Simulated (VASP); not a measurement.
# Sn (Fddd) in VASP: single point with PBEsol

Aim: the single point of Sn with PBEsol.

All numbers are computed with VASP 6.6.1; they aren't measurements. Logs are shortened: lines on timing, memory, paths and dates and some standing lists are left out, and cuts for length are marked.

### 1 The cell of the first run

Symmetry: Fddd, No. 70, orthorhombic system. Conventional cell: a = 6.410 Å, b = 6.491 Å, c = 6.572 Å, α = 90.00°, β = 90.00°, γ = 90.00°. Sn (site symmetry 222) has 4 Sn at 2.81 Å within 3.7 Å.

### 2 Single point, PBEsol (strain +0.0125 x Voigt [1, -1, 0, 0, 0, 0])

File INCAR:

```
SYSTEM = Sn
PREC = Accurate ; ENCUT = 520
EDIFF = 1E-7 ; ISMEAR = 0
SIGMA = 0.15 ; LREAL = .FALSE.
LASPH = .TRUE. ; NELM = 60
ALGO = Fast ; ISIF = 2
LWAVE = .FALSE. ; LCHARG = .TRUE.
GGA = PS ; LELF = .TRUE.
LVHAR = .TRUE. ; NBANDS = 21
```

File KPOINTS:

```
regular mesh
0
G
  12 12 12
  0 0 0
```

File POSCAR:

```
Sn
1.0
    0.0000000000      3.2050300000      3.2456000000
    3.2861700000      0.0000000000      3.2456000000
    3.2861700000      3.2050300000      0.0000000000
Sn
2
Direct
    0.5000000000      0.5000000000      0.5000000000
    0.7500000000      0.7500000000      0.7500000000
```

Potentials or basis: VASP PAW PBE potentials, release 64 (Sn_d).

Command:

```console
$ cat potpaw_PBE.64/Sn_d/POTCAR > POTCAR
$ mpirun -np 1 vasp_std > vasp.out
```

OUTCAR:

```text
SYSTEM = Sn
   PREC = Accurate
   ENCUT = 520
   EDIFF = 1E-7
   ISMEAR = 0
   LREAL = .FALSE.
   LASPH = .TRUE.
   NELM = 60
   ISIF = 2
   GGA = PS

 ion  position               nearest neighbor table
   1  0.500  0.500  0.500-   2 2.81   2 2.81   2 2.81   2 2.81
   2  0.750  0.750  0.750-   1 2.81   1 2.81   1 2.81   1 2.81

  LATTYP: Found a face centered orthorhombic cell.
 ALAT       =     6.4100600000
 B/A-ratio  =     1.0126582278
 C/A-ratio  =     1.0253164557

  Lattice vectors:

 A1 = (  -3.2861700000,   0.0000000000,  -3.2456000000)
 A2 = (  -3.2861700000,   3.2050300000,   0.0000000000)
 A3 = (   0.0000000000,   3.2050300000,  -3.2456000000)

Analysis of symmetry for initial positions (statically):
=====================================================================
 Subroutine PRICEL returns:
 Original cell was already a primitive cell.

 Routine SETGRP: Setting up the symmetry group for a
 face centered orthorhombic supercell.

 Subroutine GETGRP returns: Found  8 space group operations
 (whereof  4 operations were pure point group operations)
 out of a pool of  8 trial point group operations.

The static configuration has the point symmetry D_2 .
 The point group associated with its full space group is D_2h.

Analysis of symmetry for dynamics (positions and initial velocities):
=====================================================================
 Subroutine PRICEL returns:
 Original cell was already a primitive cell.

 Routine SETGRP: Setting up the symmetry group for a
 face centered orthorhombic supercell.

 Subroutine GETGRP returns: Found  8 space group operations
 (whereof  4 operations were pure point group operations)
 out of a pool of  8 trial point group operations.

The dynamic configuration has the point symmetry D_2 .
 The point group associated with its full space group is D_2h.

 Subroutine INISYM returns: Found  8 space group operations
 (whereof  4 operations are pure point group operations),
 and found     1 'primitive' translations

----------------------------------------------------------------------------------------

                                     Primitive cell

  volume of cell :      68.3671

  direct lattice vectors                    reciprocal lattice vectors
     0.000000000  3.205030000  3.245600000    -0.152152810  0.156004780  0.154054720
     3.286170000  0.000000000  3.245600000     0.152152810 -0.156004780  0.154054720
     3.286170000  3.205030000  0.000000000     0.152152810  0.156004780 -0.154054720

  length of vectors
     4.561374427  4.618747950  4.590330116     0.266872302  0.266872302  0.266872302

  position of ions in fractional coordinates (direct lattice)
     0.500000000  0.500000000  0.500000000
     0.750000000  0.750000000  0.750000000

  ion indices of the primitive-cell ions
   primitive index   ion index
                 1           1
                 2           2

----------------------------------------------------------------------------------------

 KPOINTS: regular mesh

Automatic generation of k-mesh.
 Grid dimensions read from file:
 generate k-points for:   12   12   12

 Generating k-lattice:

  Cartesian coordinates                     Fractional coordinates (reciprocal lattice)
    -0.012679401  0.013000398  0.012837893     0.083333333  0.000000000  0.000000000
     0.012679401 -0.013000398  0.012837893    -0.000000000  0.083333333 -0.000000000
     0.012679401  0.013000398 -0.012837893     0.000000000  0.000000000  0.083333333

  Length of vectors
     0.022239359  0.022239359  0.022239359

  Shift w.r.t. Gamma in fractional coordinates (k-lattice)
     0.000000000  0.000000000  0.000000000

 Subroutine IBZKPT returns following result:
 ===========================================

 Found    280 irreducible k-points:

 Following reciprocal coordinates:
            Coordinates               Weight
  0.000000  0.000000  0.000000      1.000000
  0.083333  0.000000  0.000000      8.000000
  0.166667  0.000000 -0.000000      8.000000
  0.250000  0.000000  0.000000      8.000000
  0.333333  0.000000  0.000000      8.000000
  0.416667  0.000000 -0.000000      8.000000
[... 16 lines left out ...]
  0.500000  0.166667 -0.000000      8.000000
 -0.416667  0.166667  0.000000      8.000000
 [... further k-points ...]
   k-points           NKPTS =    280   k-points in BZ     NKDIM =    280   number of bands    NBANDS=     21
   number of dos      NEDOS =    301   number of ions     NIONS =      2
   total plane-waves  NPLWV =  46656
   dimension x,y,z NGX =    36 NGY =   36 NGZ =   36
   dimension x,y,z NGXF=    72 NGYF=   72 NGZF=   72
   ions per type =               2
   NGX,Y,Z   is equivalent  to a cutoff of  13.12, 12.96, 13.04 a.u.
   NGXF,Y,Z  is equivalent  to a cutoff of  26.24, 25.92, 26.08 a.u.
 SYSTEM =  Sn
   PREC   = accura    normal or accurate (medium, high low for compatibility)
   ISTART =      0    job   : 0-new  1-cont  2-samecut
   ICHARG =      2    charge: 1-file 2-atom 10-const
   ISPIN  =      1    spin polarized calculation?
   LNONCOLLINEAR =      F non collinear calculations
   LSORBIT =      F    spin-orbit coupling
   LASPH  =      T    aspherical Exc in radial PAW
   ENCUT  =  520.0 eV  38.22 Ry    6.18 a.u.   8.48  8.59  8.53*2*pi/ulx,y,z
   NELM   =     60;   NELMIN=  2; NELMDL= -5     # of ELM steps
   EDIFF  = 0.1E-06   stopping-criterion for ELM
   LREAL  =      F    real-space projection
   EDIFFG = 0.1E-05   stopping-criterion for IOM
   NSW    =      0    number of steps for IOM
   IBRION =     -1    ionic relax: 0-MD 1-quasi-New 2-CG
   NFREE  =      0    steps in history (QN), initial steepest desc. (CG)
   ISIF   =      2    stress and relaxation
   ISYM   =      2    0-nonsym 1-usesym 2-fastsym
   POTIM  = 0.5000    time-step for ionic-motion
   TEBEG  =    0.0;   TEEND  =   0.0 temperature during run
   PSTRESS=    0.0 pullay stress
   NELECT =      28.0000    total number of electrons
   NUPDOWN=      -1.0000    fix difference up-down
   EMIN   =  10.00;   EMAX   =-10.00  energy-range for DOS
   EFERMI =   0.00;   METHOD = LEGACY
   ISMEAR =     0;   SIGMA  =   0.15  broadening in eV -4-tet -1-fermi 0-gaus
   EFERMI_NEDOS =   21; number of points for ismear=-14 and -15
   IALGO  =     68    algorithm
   IMIX   =      4    mixing-type and parameters
     AMIX     =   0.40;   BMIX     =  1.00
     AMIX_MAG =   1.60;   BMIX_MAG =  1.00
  volume/ion in A,a.u.               =      34.18       230.68
  Fermi-wavevector in a.u.,A,eV,Ry     =   1.215752  2.297439 20.110144  1.478054
  Thomas-Fermi vector in A             =   2.351129
   LORBIT       =      0    0 simple, 1 ext, 2 COOP (PROOUT), +10 PAW based schemes
   GGA     = PS    functional components
   LHFCALC =     F    Hartree Fock is set to
   AEXX    =    0.0000 exact exchange contribution
   IVDW    =     0    specifies the selected vdW correction
   LEPSILON=     F    determine dielectric tensor
   LRPA    =     F    only Hartree local field effects (RPA)
 non-spin polarized calculation
 RMM-DIIS sequential band-by-band and
 Gauss-broadening in eV      SIGMA  =   0.15
  energy-cutoff  :      520.00
  volume of cell :       68.37
 maximum number of plane-waves:      1866
 NGX is ok and might be reduce to    36
   NGX = 17   NGY = 17   NGZ = 17

 number of electron      27.9999996 magnetization

 Free energy of the ion-electron system (eV)
  ---------------------------------------------------
  ext. energy  EPLUGINS =         0.00000000
  ---------------------------------------------------
  free energy    TOTEN  =        -8.45973204 eV

  energy without entropy =       -8.45772513  energy(sigma->0) =       -8.45872858

 E-fermi :   5.4879     XC(G=0):  -9.0642

 val. band max:        5.4838674741   @ k =   0.0000   0.0000   0.0000
 cond. band min:       5.5696539058   @ k =   0.0000   0.0000   0.0000
 fundamental gap:      0.0857864317
 Fermi energy:         5.4878527270

 k-point     1 :       0.0000    0.0000    0.0000
  band No.  band energies     occupation
      1     -16.1213      2.00000
      2     -16.1162      2.00000
      3     -16.1114      2.00000
      4     -16.0575      2.00000
      5     -16.0542      2.00000
      6     -15.7525      2.00000
[... 13 lines left out ...]
     20      13.2702      0.00000
     21      13.6007      0.00000

 k-point     2 :       0.0833    0.0000    0.0000
  band No.  band energies     occupation
      1     -16.1254      2.00000
      2     -16.1199      2.00000
      3     -16.1132      2.00000
      4     -16.0496      2.00000
      5     -16.0468      2.00000
      6     -15.7614      2.00000
[... 13 lines left out ...]
     20      12.6714      0.00000
     21      12.9211      0.00000

 k-point     3 :       0.1667    0.0000   -0.0000
  band No.  band energies     occupation
      1     -16.1357      2.00000
      2     -16.1296      2.00000
      3     -16.1098      2.00000
      4     -16.0331      2.00000
      5     -16.0311      2.00000
      6     -15.7774      2.00000
[... 13 lines left out ...]
     20      12.2668      0.00000
     21      12.4440      0.00000

 k-point     4 :       0.2500    0.0000    0.0000
  band No.  band energies     occupation
      1     -16.1454      2.00000
      2     -16.1385      2.00000
      3     -16.1034      2.00000
      4     -16.0166      2.00000
      5     -16.0152      2.00000
      6     -15.7918      2.00000
[... 13 lines left out ...]
     20      12.2961      0.00000
     21      12.3771      0.00000

 k-point     5 :       0.3333    0.0000    0.0000
  band No.  band energies     occupation
      1     -16.1523      2.00000
      2     -16.1442      2.00000
      3     -16.0967      2.00000
      4     -16.0042      2.00000
      5     -16.0033      2.00000
      6     -15.8018      2.00000
[... 13 lines left out ...]
     20      12.7757      0.00000
     21      12.8011      0.00000
[... 382 lines left out ...]
     20      13.0845      0.00000
     21      13.8055      0.00000

 k-point    22 :       0.4167    0.1667   -0.0000
  band No.  band energies     occupation
      1     -16.1702      2.00000
      2     -16.1521      2.00000
      3     -16.0794      2.00000
      4     -15.9895      2.00000
      5     -15.9609      2.00000
      6     -15.8647      2.00000
[... 13 lines left out ...]
     20      13.7162      0.00000
     21      14.3750      0.00000

 k-point    23 :       0.5000    0.1667   -0.0000
  band No.  band energies     occupation
      1     -16.1761      2.00000
      2     -16.1572      2.00000
      3     -16.0639      2.00000
      4     -15.9768      2.00000
      5     -15.9649      2.00000
      6     -15.8564      2.00000
[... 13 lines left out ...]
     20      14.0436      0.00000
     21      14.4310      0.00000

 k-point    24 :      -0.4167    0.1667    0.0000
  band No.  band energies     occupation
      1     -16.1766      2.00000
      2     -16.1603      2.00000
      3     -16.0564      2.00000
      4     -15.9782      2.00000
      5     -15.9671      2.00000
      6     -15.8417      2.00000
[... 13 lines left out ...]
     20      13.3098      0.00000
     21      13.4632      0.00000

 [... further k-points ...]

------------------------ aborting loop because EDIFF is reached ----------------------------------------

  FORCE on cell =-STRESS in cart. coord.  units (eV):
  Direction    XX          YY          ZZ          XY          YZ          ZX
  --------------------------------------------------------------------------------------
  -------------------------------------------------------------------------------------
  Total        0.2331118      0.5543001      0.4020920      0.0000000      0.0000000      0.0000000
  in kB        5.4629558     12.9899788      9.4229947      0.0000000      0.0000000      0.0000000
  external PRESSURE =       9.2919764 kB  Pullay stress =       0.0000000 kB

 VOLUME and BASIS-vectors are now :
 -----------------------------------------------------------------------------
  energy-cutoff  :      520.00
  volume of cell :       68.37
      direct lattice vectors                 reciprocal lattice vectors
     0.000000000  3.205030000  3.245600000    -0.152152810  0.156004780  0.154054720
     3.286170000  0.000000000  3.245600000     0.152152810 -0.156004780  0.154054720
     3.286170000  3.205030000  0.000000000     0.152152810  0.156004780 -0.154054720

 POSITION                                       TOTAL-FORCE (eV/Angst)
 -----------------------------------------------------------------------------------
      3.28617      3.20503      3.24560        -0.000000      0.000000      0.000000
      4.92925      4.80754      4.86840         0.000000     -0.000000      0.000000
 -----------------------------------------------------------------------------------
    total drift:                                0.000000      0.000000      0.000000

  FREE ENERGIE OF THE ION-ELECTRON SYSTEM (eV)
  ---------------------------------------------------
  free  energy   TOTEN  =        -8.4597320378 eV

  energy  without entropy=       -8.4577251312  energy(sigma->0) =       -8.45872858
```

Wall time 2.9 min (1 thread of Intel Xeon 6975P-C (Granite Rapids), shared host); peak memory 0.44 GiB.

What came out:

```
Free energy            : -8.4597 eV
Pressure               : 0.9 GPa
Band gap on the k mesh : zero (bands 14 and 15 overlap by 0.16 eV)
```

Caveat: the cell differs from its parent crystal (strain +0.0125 x Voigt [1, -1, 0, 0, 0, 0]); the PAW data sets were made with another functional, which shifts forces and pressure a little; spin-orbit coupling is left out, which moves the levels of the heavy elements.

The gap in the log of VASP goes by the Fermi energy; the results here count the filled bands.